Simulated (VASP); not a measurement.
# La4HfO (F-43m) in VASP: a series of runs

Runs on La4HfO. Level: PBE. Tasks: single point, relaxation of cell and atoms.

Program: VASP 6.6.1. These are calculated values, not measurements. Logs are shortened: lines on timing, memory, paths and dates and some standing lists are left out, and cuts for length are marked.

## Step 1: The cell of the first run

The structure is cubic, space group F-43m (No. 216). The conventional cell has a = 8.959 Å, b = 8.959 Å, c = 8.959 Å, α = 90.00°, β = 90.00°, γ = 90.00°. La (site symmetry 3m) has 6 La at 3.16 to 3.18 Å and 3 Hf at 3.71 Å and 3 O at 3.72 Å within 4.2 Å. Hf (site symmetry -43m) has 12 La at 3.71 Å and 4 O at 3.88 Å within 4.9 Å. O (site symmetry -43m) has 12 La at 3.72 Å and 4 Hf at 3.88 Å within 4.9 Å.

## Step 2: Single point, PBE

INCAR

```
SYSTEM = La4HfO
  PREC = Accurate
  ENCUT = 520
  EDIFF = 1E-7
  ISMEAR = 0
  SIGMA = 0.1
  LREAL = .False.
  LASPH = .True.
  NELM = 100
  ALGO = Normal
  ISIF = 2
  LWAVE = .False.
  LCHARG = .True.
  GGA = PE
  LELF = .True.
  LVHAR = .True.
  NBANDS = 39
```

KPOINTS

```
regular mesh
0
Gamma
  4 4 4
  0 0 0
```

POSCAR

```
La4HfO
1.0
    0.0000000000      4.4795369813      4.4795369813
    4.4795369813      0.0000000000      4.4795369813
    4.4795369813      4.4795369813      0.0000000000
La Hf O
4 1 1
Direct
    0.6245834676      0.6245834676      0.6245834676
    0.6245834676      0.6245834676      0.1262495973
    0.6245834676      0.1262495973      0.6245834676
    0.1262495973      0.6245834676      0.6245834676
    0.2500000000      0.2500000000      0.2500000000
    0.0000000000      0.0000000000      0.0000000000
```

Potentials or basis: VASP PAW PBE potentials, release 64 (La, Hf_pv, O).

Run with:

```bash
> cat potpaw_PBE.64/La/POTCAR potpaw_PBE.64/Hf_pv/POTCAR potpaw_PBE.64/O/POTCAR > POTCAR
> mpirun -np 1 vasp_std > vasp.out
```

OUTCAR:

```text
SYSTEM = La4HfO
   PREC = Accurate
   ENCUT = 520
   EDIFF = 1E-7
   ISMEAR = 0
   LREAL = .False.
   LASPH = .True.
   NELM = 100
   ISIF = 2
   GGA = PE

 ion  position               nearest neighbor table
   1  0.625  0.625  0.625-   2 3.16   3 3.16   4 3.16   4 3.18   3 3.18   2 3.18   5 3.71   5 3.71
                             5 3.71
   2  0.625  0.625  0.126-   1 3.16   3 3.16   4 3.16   3 3.18   4 3.18   1 3.18   5 3.71   5 3.71
                             5 3.71
   3  0.625  0.126  0.625-   1 3.16   2 3.16   4 3.16   4 3.18   2 3.18   1 3.18   5 3.71   5 3.71
                             5 3.71
   4  0.126  0.625  0.625-   1 3.16   2 3.16   3 3.16   3 3.18   2 3.18   1 3.18   5 3.71   5 3.71
                             5 3.71
   5  0.250  0.250  0.250-   3 3.71   4 3.71   2 3.71   4 3.71   2 3.71   3 3.71   1 3.71   1 3.71
                             1 3.71   2 3.71   3 3.71   4 3.71
   6  0.000  0.000  0.000-

  LATTYP: Found a face centered cubic cell.
 ALAT       =     8.9590739626

  Lattice vectors:

 A1 = (   0.0000000000,   4.4795369813,   4.4795369813)
 A2 = (   4.4795369813,   0.0000000000,   4.4795369813)
 A3 = (   4.4795369813,   4.4795369813,   0.0000000000)

Analysis of symmetry for initial positions (statically):
=====================================================================
 Subroutine PRICEL returns:
 Original cell was already a primitive cell.

 Routine SETGRP: Setting up the symmetry group for a
 face centered cubic supercell.

 Subroutine GETGRP returns: Found 24 space group operations
 (whereof 24 operations were pure point group operations)
 out of a pool of 48 trial point group operations.

The static configuration has the point symmetry T_d .

Analysis of symmetry for dynamics (positions and initial velocities):
=====================================================================
 Subroutine PRICEL returns:
 Original cell was already a primitive cell.

 Routine SETGRP: Setting up the symmetry group for a
 face centered cubic supercell.

 Subroutine GETGRP returns: Found 24 space group operations
 (whereof 24 operations were pure point group operations)
 out of a pool of 48 trial point group operations.

The dynamic configuration has the point symmetry T_d .

 Subroutine INISYM returns: Found 24 space group operations
 (whereof 24 operations are pure point group operations),
 and found     1 'primitive' translations

----------------------------------------------------------------------------------------

                                     Primitive cell

  volume of cell :     179.7750

  direct lattice vectors                    reciprocal lattice vectors
     0.000000000  4.479536981  4.479536981    -0.111618679  0.111618679  0.111618679
     4.479536981  0.000000000  4.479536981     0.111618679 -0.111618679  0.111618679
     4.479536981  4.479536981  0.000000000     0.111618679  0.111618679 -0.111618679

  length of vectors
     6.335021952  6.335021952  6.335021952     0.193329223  0.193329223  0.193329223

  position of ions in fractional coordinates (direct lattice)
     0.624583468  0.624583468  0.624583468
     0.624583468  0.624583468  0.126249597
     0.624583468  0.126249597  0.624583468
     0.126249597  0.624583468  0.624583468
     0.250000000  0.250000000  0.250000000
     0.000000000  0.000000000  0.000000000

  ion indices of the primitive-cell ions
   primitive index   ion index
                 1           1
                 2           2
                 3           3
                 4           4
                 5           5
                 6           6

----------------------------------------------------------------------------------------

 KPOINTS: regular mesh

Automatic generation of k-mesh.
 Grid dimensions read from file:
 generate k-points for:    4    4    4

 Generating k-lattice:

  Cartesian coordinates                     Fractional coordinates (reciprocal lattice)
    -0.027904670  0.027904670  0.027904670     0.250000000  0.000000000  0.000000000
     0.027904670 -0.027904670  0.027904670     0.000000000  0.250000000  0.000000000
     0.027904670  0.027904670 -0.027904670     0.000000000  0.000000000  0.250000000

  Length of vectors
     0.048332306  0.048332306  0.048332306

  Shift w.r.t. Gamma in fractional coordinates (k-lattice)
     0.000000000  0.000000000  0.000000000

 Subroutine IBZKPT returns following result:
 ===========================================

 Found      8 irreducible k-points:

 Following reciprocal coordinates:
            Coordinates               Weight
  0.000000  0.000000  0.000000      1.000000
  0.250000  0.000000  0.000000      8.000000
  0.500000  0.000000  0.000000      4.000000
  0.250000  0.250000  0.000000      6.000000
  0.500000  0.250000  0.000000     24.000000
 -0.250000  0.250000  0.000000     12.000000
  0.500000  0.500000  0.000000      3.000000
 -0.250000  0.500000  0.250000      6.000000
   k-points           NKPTS =      8   k-points in BZ     NKDIM =      8   number of bands    NBANDS=     39
   number of dos      NEDOS =    301   number of ions     NIONS =      6
   total plane-waves  NPLWV = 110592
   dimension x,y,z NGX =    48 NGY =   48 NGZ =   48
   dimension x,y,z NGXF=    96 NGYF=   96 NGZF=   96
   ions per type =               4   1   1
   NGX,Y,Z   is equivalent  to a cutoff of  12.60, 12.60, 12.60 a.u.
   NGXF,Y,Z  is equivalent  to a cutoff of  25.19, 25.19, 25.19 a.u.
 SYSTEM =  La4HfO
   PREC   = accura    normal or accurate (medium, high low for compatibility)
   ISTART =      0    job   : 0-new  1-cont  2-samecut
   ICHARG =      2    charge: 1-file 2-atom 10-const
   ISPIN  =      1    spin polarized calculation?
   LNONCOLLINEAR =      F non collinear calculations
   LSORBIT =      F    spin-orbit coupling
   LASPH  =      T    aspherical Exc in radial PAW
   ENCUT  =  520.0 eV  38.22 Ry    6.18 a.u.  11.78 11.78 11.78*2*pi/ulx,y,z
   NELM   =    100;   NELMIN=  2; NELMDL= -5     # of ELM steps
   EDIFF  = 0.1E-06   stopping-criterion for ELM
   LREAL  =      F    real-space projection
   EDIFFG = 0.1E-05   stopping-criterion for IOM
   NSW    =      0    number of steps for IOM
   IBRION =     -1    ionic relax: 0-MD 1-quasi-New 2-CG
   NFREE  =      0    steps in history (QN), initial steepest desc. (CG)
   ISIF   =      2    stress and relaxation
   ISYM   =      2    0-nonsym 1-usesym 2-fastsym
   POTIM  = 0.5000    time-step for ionic-motion
   TEBEG  =    0.0;   TEEND  =   0.0 temperature during run
   PSTRESS=    0.0 pullay stress
   NELECT =      60.0000    total number of electrons
   NUPDOWN=      -1.0000    fix difference up-down
   EMIN   =  10.00;   EMAX   =-10.00  energy-range for DOS
   EFERMI =   0.00;   METHOD = LEGACY
   ISMEAR =     0;   SIGMA  =   0.10  broadening in eV -4-tet -1-fermi 0-gaus
   EFERMI_NEDOS =   21; number of points for ismear=-14 and -15
   IALGO  =     38    algorithm
   IMIX   =      4    mixing-type and parameters
     AMIX     =   0.40;   BMIX     =  1.00
     AMIX_MAG =   1.60;   BMIX_MAG =  1.00
  volume/ion in A,a.u.               =      29.96       202.20
  Fermi-wavevector in a.u.,A,eV,Ry     =   1.135574  2.145924 17.545099  1.289528
  Thomas-Fermi vector in A             =   2.272279
   LORBIT       =      0    0 simple, 1 ext, 2 COOP (PROOUT), +10 PAW based schemes
   GGA     = PE    functional components
   LHFCALC =     F    Hartree Fock is set to
   AEXX    =    0.0000 exact exchange contribution
   IVDW    =     0    specifies the selected vdW correction
   LEPSILON=     F    determine dielectric tensor
   LRPA    =     F    only Hartree local field effects (RPA)
 non-spin polarized calculation
 Gauss-broadening in eV      SIGMA  =   0.10
  energy-cutoff  :      520.00
  volume of cell :      179.78
 maximum number of plane-waves:      4909
   NGX = 23   NGY = 23   NGZ = 23

 number of electron      59.9999998 magnetization

 Free energy of the ion-electron system (eV)
  ---------------------------------------------------
  ext. energy  EPLUGINS =         0.00000000
  ---------------------------------------------------
  free energy    TOTEN  =       -30.02504285 eV

  energy without entropy =      -29.97053843  energy(sigma->0) =      -29.99779064

 E-fermi :   6.8016     XC(G=0):  -9.6853

 val. band max:        6.7903031951   @ k =   0.2500   0.2500   0.0000
 cond. band min:       6.8342505548   @ k =   0.5000   0.2500   0.0000
 fundamental gap:      0.0439473597
 Fermi energy:         6.8015842562

 k-point     1 :       0.0000    0.0000    0.0000
  band No.  band energies     occupation
      1     -26.2240      2.00000
      2     -25.4643      2.00000
      3     -25.4643      2.00000
      4     -25.4643      2.00000
      5     -24.5986      2.00000
      6     -24.5986      2.00000
[... 31 lines left out ...]
     38       8.2286      0.00000
     39       8.2286      0.00000

 k-point     2 :       0.2500    0.0000    0.0000
  band No.  band energies     occupation
      1     -26.1527      2.00000
      2     -25.5539      2.00000
      3     -25.4652      2.00000
      4     -25.4652      2.00000
      5     -24.5986      2.00000
      6     -24.5986      2.00000
[... 31 lines left out ...]
     38       8.2109      0.00000
     39       8.3353      0.00000

 k-point     3 :       0.5000    0.0000    0.0000
  band No.  band energies     occupation
      1     -26.0509      2.00000
      2     -25.6738      2.00000
      3     -25.4661      2.00000
      4     -25.4661      2.00000
      5     -24.5986      2.00000
      6     -24.5986      2.00000
[... 160 lines left out ...]
 k-point     7 :       0.5000    0.5000    0.0000
  band No.  band energies     occupation
      1     -25.8729      2.00000
      2     -25.8606      2.00000
      3     -25.4692      2.00000
      4     -25.4692      2.00000
      5     -24.5971      2.00000
      6     -24.5971      2.00000
[... 31 lines left out ...]
     38       8.4760      0.00000
     39       8.5276      0.00000

 k-point     8 :      -0.2500    0.5000    0.2500
  band No.  band energies     occupation
      1     -25.8729      2.00000
      2     -25.8614      2.00000
      3     -25.4692      2.00000
      4     -25.4679      2.00000
      5     -24.5977      2.00000
      6     -24.5972      2.00000
[... 31 lines left out ...]
     38       8.1337      0.00000
     39       8.3417      0.00000

------------------------ aborting loop because EDIFF is reached ----------------------------------------

  FORCE on cell =-STRESS in cart. coord.  units (eV):
  Direction    XX          YY          ZZ          XY          YZ          ZX
  --------------------------------------------------------------------------------------
  -------------------------------------------------------------------------------------
  Total        0.0239764      0.0239764      0.0239764      0.0000000      0.0000000     -0.0000000
  in kB        0.2136809      0.2136809      0.2136809      0.0000000      0.0000000     -0.0000000
  external PRESSURE =       0.2136809 kB  Pullay stress =       0.0000000 kB

 VOLUME and BASIS-vectors are now :
 -----------------------------------------------------------------------------
  energy-cutoff  :      520.00
  volume of cell :      179.78
      direct lattice vectors                 reciprocal lattice vectors
     0.000000000  4.479536981  4.479536981    -0.111618679  0.111618679  0.111618679
     4.479536981  0.000000000  4.479536981     0.111618679 -0.111618679  0.111618679
     4.479536981  4.479536981  0.000000000     0.111618679  0.111618679 -0.111618679

 POSITION                                       TOTAL-FORCE (eV/Angst)
 -----------------------------------------------------------------------------------
      5.59569      5.59569      5.59569        -0.011605     -0.011605     -0.011605
      3.36338      3.36338      5.59569         0.011605      0.011605     -0.011605
      3.36338      5.59569      3.36338         0.011605     -0.011605      0.011605
      5.59569      3.36338      3.36338        -0.011605      0.011605      0.011605
      2.23977      2.23977      2.23977        -0.000000     -0.000000     -0.000000
      0.00000      0.00000      0.00000        -0.000000     -0.000000     -0.000000
 -----------------------------------------------------------------------------------
    total drift:                               -0.000001     -0.000001     -0.000001

  FREE ENERGIE OF THE ION-ELECTRON SYSTEM (eV)
  ---------------------------------------------------
  free  energy   TOTEN  =       -30.0250428459 eV

  energy  without entropy=      -29.9705384268  energy(sigma->0) =      -29.99779064
```

It took 2.3 min on 1 thread of Intel Xeon Platinum 8488C (Sapphire Rapids), shared host; peak memory 0.35 GiB.

What came out:

```
Free energy            : -30.0250 eV
Pressure               : 0.0 GPa
Largest force          : 0.020 eV/Å
Band gap on the k mesh : zero (band 30 reaches 6.83 eV, above the bottom of band 31 at 6.66 eV)
```

Forces on the atoms (eV/Å):
```
La  -0.012 -0.012 -0.012
La   0.012  0.012 -0.012
La   0.012 -0.012  0.012
La  -0.012  0.012  0.012
Hf   0.000  0.000  0.000
O    0.000  0.000  0.000
```

Levels at points of the mesh, in eV from the Fermi level:
```
           k point  band 27  band 28  band 29  band 30  band 31  band 32  band 33  band 34
(0.00, 0.00, 0.00)    -1.32    -1.32    -0.26    -0.26     0.13     0.13     0.13     1.05
(0.50, 0.00, 0.00)    -0.65    -0.61    -0.30    -0.30    -0.14     0.34     0.34     1.09
(0.50, 0.50, 0.00)    -0.68    -0.46    -0.46    -0.35     0.30     0.49     0.49     0.49
```

Caveat: spin-orbit coupling is left out, which moves the levels of the heavy elements.

(Continued in part 2 of 2.)
